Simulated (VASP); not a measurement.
# Pb (Im-3m) in VASP: a series of runs

Pb is run at these levels: RPBE; tasks: single point, relaxation of cell and atoms.

Program: VASP 6.6.1. These are calculated values, not measurements. Logs are shortened: lines on timing, memory, paths and dates and some standing lists are left out, and cuts for length are marked.

### 1 The cell of the first run

It takes space group Im-3m (No. 229, cubic). Conventional cell: a = 4.050 Å, b = 4.050 Å, c = 4.050 Å, α = 90.00°, β = 90.00°, γ = 90.00°. Pb (site symmetry m-3m) has 14 Pb at 3.51 to 4.05 Å within 4.6 Å.

### 2 Single point, RPBE

Contents of INCAR:

```
  ALGO = Normal
  EDIFF = 1E-6
  ENCUT = 500
  GGA = RP
  GGA_COMPAT = False
  ISIF = 2
  ISMEAR = -1
  LASPH = True
  LCHARG = False
  LREAL = False
  LWAVE = False
  NBANDS = 13
  NELM = 120
  PREC = Accurate
  SIGMA = 0.1
```

Contents of KPOINTS:

```
k-points
0
Gamma
  11 11 11
```

Contents of POSCAR:

```
Pb
1.0
   -2.0247897331      2.0247897331      2.0247897331
    2.0247897331     -2.0247897331      2.0247897331
    2.0247897331      2.0247897331     -2.0247897331
Pb
1
Direct
    0.0000000000      0.0000000000      0.0000000000
```

Potentials or basis: VASP PAW PBE potentials, release 64 (Pb_d).

On the command line:

```sh
> cat potpaw_PBE.64/Pb_d/POTCAR > POTCAR
> mpirun -np 1 vasp_std > vasp.out
```

OUTCAR:

```text
EDIFF = 1E-6
   ENCUT = 500
   GGA = RP
   ISIF = 2
   ISMEAR = -1
   LASPH = True
   LREAL = False
   NELM = 120
   PREC = Accurate

 ion  position               nearest neighbor table
   1  0.000  0.000  0.000-

  LATTYP: Found a body centered cubic cell.
 ALAT       =     4.0495794662

  Lattice vectors:

 A1 = (  -2.0247897331,   2.0247897331,   2.0247897331)
 A2 = (   2.0247897331,  -2.0247897331,   2.0247897331)
 A3 = (   2.0247897331,   2.0247897331,  -2.0247897331)

Analysis of symmetry for initial positions (statically):
=====================================================================
 Subroutine PRICEL returns:
 Original cell was already a primitive cell.

 Routine SETGRP: Setting up the symmetry group for a
 body centered cubic supercell.

 Subroutine GETGRP returns: Found 48 space group operations
 (whereof 48 operations were pure point group operations)
 out of a pool of 48 trial point group operations.

The static configuration has the point symmetry O_h .

Analysis of symmetry for dynamics (positions and initial velocities):
=====================================================================
 Subroutine PRICEL returns:
 Original cell was already a primitive cell.

 Routine SETGRP: Setting up the symmetry group for a
 body centered cubic supercell.

 Subroutine GETGRP returns: Found 48 space group operations
 (whereof 48 operations were pure point group operations)
 out of a pool of 48 trial point group operations.

The dynamic configuration has the point symmetry O_h .

 Subroutine INISYM returns: Found 48 space group operations
 (whereof 48 operations are pure point group operations),
 and found     1 'primitive' translations

----------------------------------------------------------------------------------------

                                     Primitive cell

  volume of cell :      33.2047

  direct lattice vectors                    reciprocal lattice vectors
    -2.024789733  2.024789733  2.024789733     0.000000000  0.246939221  0.246939221
     2.024789733 -2.024789733  2.024789733     0.246939221  0.000000000  0.246939221
     2.024789733  2.024789733 -2.024789733     0.246939221  0.246939221  0.000000000

  length of vectors
     3.507038692  3.507038692  3.507038692     0.349224796  0.349224796  0.349224796

  position of ions in fractional coordinates (direct lattice)
     0.000000000  0.000000000  0.000000000

  ion indices of the primitive-cell ions
   primitive index   ion index
                 1           1

----------------------------------------------------------------------------------------

 KPOINTS: k-points

Automatic generation of k-mesh.
 Grid dimensions read from file:
 generate k-points for:   11   11   11

 Generating k-lattice:

  Cartesian coordinates                     Fractional coordinates (reciprocal lattice)
     0.000000000  0.022449020  0.022449020     0.090909091  0.000000000  0.000000000
     0.022449020  0.000000000  0.022449020     0.000000000  0.090909091  0.000000000
     0.022449020  0.022449020  0.000000000     0.000000000  0.000000000  0.090909091

  Length of vectors
     0.031747709  0.031747709  0.031747709

  Shift w.r.t. Gamma in fractional coordinates (k-lattice)
     0.000000000  0.000000000  0.000000000

 Subroutine IBZKPT returns following result:
 ===========================================

 Found     56 irreducible k-points:

 Following reciprocal coordinates:
            Coordinates               Weight
  0.000000  0.000000  0.000000      1.000000
  0.090909  0.000000  0.000000     12.000000
  0.181818  0.000000  0.000000     12.000000
  0.272727  0.000000  0.000000     12.000000
  0.363636  0.000000  0.000000     12.000000
  0.454545  0.000000  0.000000     12.000000
[... 16 lines left out ...]
  0.272727  0.181818  0.090909     48.000000
  0.363636  0.181818  0.090909     24.000000
 [... further k-points ...]
   k-points           NKPTS =     56   k-points in BZ     NKDIM =     56   number of bands    NBANDS=     13
   number of dos      NEDOS =    301   number of ions     NIONS =      1
   total plane-waves  NPLWV =  21952
   dimension x,y,z NGX =    28 NGY =   28 NGZ =   28
   dimension x,y,z NGXF=    56 NGYF=   56 NGZF=   56
   ions per type =               1
   NGX,Y,Z   is equivalent  to a cutoff of  13.27, 13.27, 13.27 a.u.
   NGXF,Y,Z  is equivalent  to a cutoff of  26.55, 26.55, 26.55 a.u.
 SYSTEM =  unknown system
   PREC   = accura    normal or accurate (medium, high low for compatibility)
   ISTART =      0    job   : 0-new  1-cont  2-samecut
   ICHARG =      2    charge: 1-file 2-atom 10-const
   ISPIN  =      1    spin polarized calculation?
   LNONCOLLINEAR =      F non collinear calculations
   LSORBIT =      F    spin-orbit coupling
   LASPH  =      T    aspherical Exc in radial PAW
   ENCUT  =  500.0 eV  36.75 Ry    6.06 a.u.   6.39  6.39  6.39*2*pi/ulx,y,z
   NELM   =    120;   NELMIN=  2; NELMDL= -5     # of ELM steps
   EDIFF  = 0.1E-05   stopping-criterion for ELM
   LREAL  =      F    real-space projection
   EDIFFG = 0.1E-04   stopping-criterion for IOM
   NSW    =      0    number of steps for IOM
   IBRION =     -1    ionic relax: 0-MD 1-quasi-New 2-CG
   NFREE  =      0    steps in history (QN), initial steepest desc. (CG)
   ISIF   =      2    stress and relaxation
   ISYM   =      2    0-nonsym 1-usesym 2-fastsym
   POTIM  = 0.5000    time-step for ionic-motion
   TEBEG  =    0.0;   TEEND  =   0.0 temperature during run
   PSTRESS=    0.0 pullay stress
   NELECT =      14.0000    total number of electrons
   NUPDOWN=      -1.0000    fix difference up-down
   EMIN   =  10.00;   EMAX   =-10.00  energy-range for DOS
   EFERMI =   0.00;   METHOD = LEGACY
   ISMEAR =    -1;   SIGMA  =   0.10  broadening in eV -4-tet -1-fermi 0-gaus
   EFERMI_NEDOS =   21; number of points for ismear=-14 and -15
   IALGO  =     38    algorithm
   IMIX   =      4    mixing-type and parameters
     AMIX     =   0.40;   BMIX     =  1.00
     AMIX_MAG =   1.60;   BMIX_MAG =  1.00
  volume/ion in A,a.u.               =      33.20       224.08
  Fermi-wavevector in a.u.,A,eV,Ry     =   1.227583  2.319796 20.503441  1.506960
  Thomas-Fermi vector in A             =   2.362541
   LORBIT       =      0    0 simple, 1 ext, 2 COOP (PROOUT), +10 PAW based schemes
   GGA     = RP    functional components
   LHFCALC =     F    Hartree Fock is set to
   AEXX    =    0.0000 exact exchange contribution
   IVDW    =     0    specifies the selected vdW correction
   LEPSILON=     F    determine dielectric tensor
   LRPA    =     F    only Hartree local field effects (RPA)
 non-spin polarized calculation
  energy-cutoff  :      500.00
  volume of cell :       33.20
 maximum number of plane-waves:       887
 NGX is ok and might be reduce to    28
   NGX = 13   NGY = 13   NGZ = 13

 number of electron      13.9999999 magnetization

 Free energy of the ion-electron system (eV)
  ---------------------------------------------------
  ext. energy  EPLUGINS =         0.00000000
  ---------------------------------------------------
  free energy    TOTEN  =        -3.15117461 eV

  energy without entropy =       -3.13362612  energy(sigma->0) =       -3.14240036

 E-fermi :   6.4684     XC(G=0):  -9.6572

 val. band max:        6.3415361598   @ k =   0.1818   0.1818   0.0000
 cond. band min:       6.5062234848   @ k =   0.1818   0.0909   0.0909
 fundamental gap:      0.1646873250
 Fermi energy:         6.4684308218

 k-point     1 :       0.0000    0.0000    0.0000
  band No.  band energies     occupation
      1     -10.6999      2.00000
      2     -10.6999      2.00000
      3     -10.6999      2.00000
      4     -10.5170      2.00000
      5     -10.5170      2.00000
      6      -4.7308      2.00000
      7      13.3348      0.00000
      8      13.3348      0.00000
      9      13.3348      0.00000
     10      16.9328      0.00000
     11      17.3734      0.00000
     12      17.3734      0.00000
     13      17.3734      0.00000

 k-point     2 :       0.0909    0.0000    0.0000
  band No.  band energies     occupation
      1     -10.7048      2.00000
      2     -10.6932      2.00000
      3     -10.6772      2.00000
      4     -10.5225      2.00000
      5     -10.5175      2.00000
      6      -4.5783      2.00000
      7      11.8057      0.00000
      8      12.8514      0.00000
      9      13.1566      0.00000
     10      16.2819      0.00000
     11      16.8727      0.00000
     12      17.2010      0.00000
     13      18.0133      0.00000

 k-point     3 :       0.1818    0.0000    0.0000
  band No.  band energies     occupation
      1     -10.7180      2.00000
      2     -10.6789      2.00000
      3     -10.6159      2.00000
      4     -10.5349      2.00000
      5     -10.5191      2.00000
      6      -4.1231      2.00000
      7       9.2494      0.00000
      8      11.8472      0.00000
      9      12.6748      0.00000
     10      15.1050      0.00000
     11      16.1479      0.00000
     12      17.2683      0.00000
     13      18.9959      0.00000

 k-point     4 :       0.2727    0.0000    0.0000
  band No.  band energies     occupation
      1     -10.7354      2.00000
      2     -10.6716      2.00000
      3     -10.5421      2.00000
      4     -10.5341      2.00000
      5     -10.5210      2.00000
      6      -3.3825      2.00000
      7       6.7353      0.12963
      8      10.8485      0.00000
      9      12.0881      0.00000
     10      14.2778      0.00000
     11      15.5712      0.00000
     12      17.8282      0.00000
     13      19.5422      0.00000

 k-point     5 :       0.3636    0.0000    0.0000
  band No.  band energies     occupation
      1     -10.7513      2.00000
      2     -10.6786      2.00000
      3     -10.5370      2.00000
      4     -10.5226      2.00000
      5     -10.4573      2.00000
      6      -2.4292      2.00000
      7       4.5463      2.00000
      8      10.0944      0.00000
      9      11.6056      0.00000
     10      13.7586      0.00000
     11      15.1857      0.00000
     12      18.7100      0.00000
     13      20.0923      0.00000

 k-point     6 :       0.4545    0.0000    0.0000
  band No.  band energies     occupation
      1     -10.7607      2.00000
      2     -10.6881      2.00000
      3     -10.5295      2.00000
      4     -10.5235      2.00000
      5     -10.4109      2.00000
      6      -1.5543      2.00000
      7       3.0416      2.00000
      8       9.6940      0.00000
      9      11.3419      0.00000
     10      13.5092      0.00000
     11      14.9939      0.00000
     12      19.5348      0.00000
     13      20.5638      0.00000

 k-point     7 :       0.0909    0.0909    0.0000
  band No.  band energies     occupation
      1     -10.7065      2.00000
      2     -10.6909      2.00000
      3     -10.6341      2.00000
      4     -10.5317      2.00000
      5     -10.5187      2.00000
      6      -4.2742      2.00000
      7      10.0908      0.00000
      8      11.9222      0.00000
      9      12.5928      0.00000
     10      16.0960      0.00000
     11      16.1120      0.00000
     12      17.4356      0.00000
     13      18.6597      0.00000
[... 193 lines left out ...]
 k-point    20 :       0.3636    0.0909    0.0909
  band No.  band energies     occupation
      1     -10.7414      2.00000
      2     -10.6683      2.00000
      3     -10.5279      2.00000
      4     -10.5233      2.00000
      5     -10.4464      2.00000
      6      -1.3849      2.00000
      7       3.3889      2.00000
      8       7.9784      0.00000
      9       9.5743      0.00000
     10      15.9606      0.00000
     11      17.1931      0.00000
     12      19.9827      0.00000
     13      20.8488      0.00000

 k-point    21 :      -0.0909    0.0909    0.0909
  band No.  band energies     occupation
      1     -10.6854      2.00000
      2     -10.6854      2.00000
      3     -10.6786      2.00000
      4     -10.5336      2.00000
      5     -10.5149      2.00000
      6      -4.4261      2.00000
      7      11.2936      0.00000
      8      12.3406      0.00000
      9      12.3406      0.00000
     10      15.7086      0.00000
     11      17.0675      0.00000
     12      17.0675      0.00000
     13      18.4189      0.00000

 k-point    22 :       0.1818    0.1818    0.0909
  band No.  band energies     occupation
      1     -10.7166      2.00000
      2     -10.6777      2.00000
      3     -10.5340      2.00000
      4     -10.5271      2.00000
      5     -10.4867      2.00000
      6      -2.3083      2.00000
      7       5.2860      1.99999
      8       8.0353      0.00000
      9       9.3399      0.00000
     10      17.6000      0.00000
     11      18.2261      0.00000
     12      19.5121      0.00000
     13      20.2336      0.00000

 k-point    23 :       0.2727    0.1818    0.0909
  band No.  band energies     occupation
      1     -10.7194      2.00000
      2     -10.6514      2.00000
      3     -10.5304      2.00000
      4     -10.5281      2.00000
      5     -10.4799      2.00000
      6      -1.4784      2.00000
      7       4.2096      2.00000
      8       6.9018      0.02591
      9       8.8501      0.00000
     10      17.5476      0.00000
     11      19.1309      0.00000
     12      19.6128      0.00000
     13      21.2078      0.00000

 k-point    24 :       0.3636    0.1818    0.0909
  band No.  band energies     occupation
      1     -10.7209      2.00000
      2     -10.6390      2.00000
      3     -10.5291      2.00000
      4     -10.5247      2.00000
      5     -10.4833      2.00000
      6      -1.0649      2.00000
      7       3.6956      2.00000
      8       6.5253      0.72300
      9       8.6929      0.00000
     10      17.4609      0.00000
     11      19.4404      0.00000
     12      20.0729      0.00000
     13      20.7156      0.00000

 [... further k-points ...]
[... 5 lines left out ...]
  --------------------------------------------------------------------------------------
  -------------------------------------------------------------------------------------
  Total        0.0006357      0.0006357      0.0006357     -0.0000000     -0.0000000     -0.0000000
  in kB        0.0306720      0.0306720      0.0306720     -0.0000000     -0.0000000     -0.0000000
  external PRESSURE =       0.0306720 kB  Pullay stress =       0.0000000 kB

 VOLUME and BASIS-vectors are now :
 -----------------------------------------------------------------------------
  energy-cutoff  :      500.00
  volume of cell :       33.20
      direct lattice vectors                 reciprocal lattice vectors
    -2.024789733  2.024789733  2.024789733     0.000000000  0.246939221  0.246939221
     2.024789733 -2.024789733  2.024789733     0.246939221  0.000000000  0.246939221
     2.024789733  2.024789733 -2.024789733     0.246939221  0.246939221  0.000000000

 POSITION                                       TOTAL-FORCE (eV/Angst)
 -----------------------------------------------------------------------------------
      0.00000      0.00000      0.00000         0.000000      0.000000      0.000000
 -----------------------------------------------------------------------------------
    total drift:                               -0.000000     -0.000000     -0.000000

  FREE ENERGIE OF THE ION-ELECTRON SYSTEM (eV)
  ---------------------------------------------------
  free  energy   TOTEN  =        -3.1511746061 eV

  energy  without entropy=       -3.1336261206  energy(sigma->0) =       -3.14240036
```

It took 14 s on 1 thread of Intel Xeon 6975P-C, shared host; peak memory 0.16 GiB.

What came out:

| Quantity | Value |
| --- | --- |
| Free energy | -3.1512 eV |
| Pressure | 0.0 GPa |
| Band gap on the k mesh | zero (band 7 reaches 13.33 eV, above the bottom of band 8 at 4.67 eV) |

Levels at points of the mesh, in eV from the Fermi level:
| k point | band 5 | band 6 | band 7 | band 8 | band 9 | band 10 |
| --- | --- | --- | --- | --- | --- | --- |
| (0.00, 0.00, 0.00) | -16.99 | -11.20 | 6.87 | 6.87 | 6.87 | 10.46 |

Caveat: the PAW data sets were made with another functional, which shifts forces and pressure a little; spin-orbit coupling is left out, which moves the levels of the heavy elements.

### 3 Relaxation of cell and atoms, RPBE

This run uses another cell than the first one, of 30.33 Å³/atom, 0.913 times its volume.

Contents of INCAR:

```
SYSTEM = Pb
PREC     = Accurate       ! precision mode
ENCUT    = 500            ! plane-wave cutoff, eV
EDIFF    = 1E-7           ! SCF threshold, eV
ISMEAR   = -1             ! smearing method
SIGMA    = 0.1            ! smearing width, eV
LREAL    = .FALSE.        ! projectors in reciprocal space
LASPH    = .TRUE.         ! aspherical terms in the spheres
NELM     = 120            ! most SCF steps
ALGO     = Normal         ! electronic algorithm
ISIF     = 3              ! what is computed and relaxed
LWAVE    = .FALSE.        ! write WAVECAR
LCHARG   = .FALSE.        ! write CHGCAR
GGA      = RP             ! functional
IBRION   = 2              ! ionic algorithm
NSW      = 80             ! ionic steps
EDIFFG   = -0.01          ! ionic threshold
GGA_COMPAT= .FALSE.      
NELMIN   = 4
```

Contents of KPOINTS:

```
regular mesh
0
G
  11 11 11
  0 0 0
```

Contents of POSCAR:

```
Pb
1.0
   -1.9646072269      1.9646072269      1.9646072269
    1.9646072269     -1.9646072269      1.9646072269
    1.9646072269      1.9646072269     -1.9646072269
Pb
1
Direct
    0.0000000000      0.0000000000      0.0000000000
```

Potentials or basis: VASP PAW PBE potentials, release 64 (Pb_d).

On the command line:

```sh
> cat potpaw_PBE.64/Pb_d/POTCAR > POTCAR
> mpirun -np 1 vasp_std > vasp.out
```

It took 34 s on 1 thread of Intel Xeon 6975P-C, shared host; peak memory 0.17 GiB.

Results (log left out):

* Free energy: -3.1502 eV
* Relaxed volume: 33.22 Å³/atom
* Relaxed cell: a = 3.507 Å, b = 3.507 Å, c = 3.507 Å, α = 109.47°, β = 109.47°, γ = 109.47°
* Space group after relaxing (to 0.05 Å): Im-3m (No. 229)
* Energy gained by relaxing: 31.6 meV/atom
* Ionic steps: 3
* Pressure after relaxing: 0.0 GPa
* Band gap on the k mesh: zero (band 7 reaches 13.33 eV, above the bottom of band 8 at 4.67 eV)

Step by step:
```csv
step,energy change (eV),largest force (eV/Å),pressure (GPa),volume (Å³)
1,0.0000,0.0000,3.83,30.33
2,-0.0311,0.0000,-0.39,33.63
3,-0.0316,0.0000,0.01,33.22
```

Final structure:
```yaml
crystal:
  lattice:
    - [-2.02504, 2.02504, 2.02504]
    - [2.02504, -2.02504, 2.02504]
    - [2.02504, 2.02504, -2.02504]
  atoms:
    - { symbol: Pb, position: [0.00000, 0.00000, 0.00000] }
```

Levels at points of the mesh, in eV from the Fermi level:
```csv
k point,band 4,band 5,band 6,band 7,band 8,band 9,band 10,band 11
"(0.00, 0.00, 0.00)",-16.99,-16.99,-11.20,6.86,6.86,6.86,10.46,10.90
```

Caveat: the PAW data sets were made with another functional, which shifts forces and pressure a little; spin-orbit coupling is left out, which moves the levels of the heavy elements.
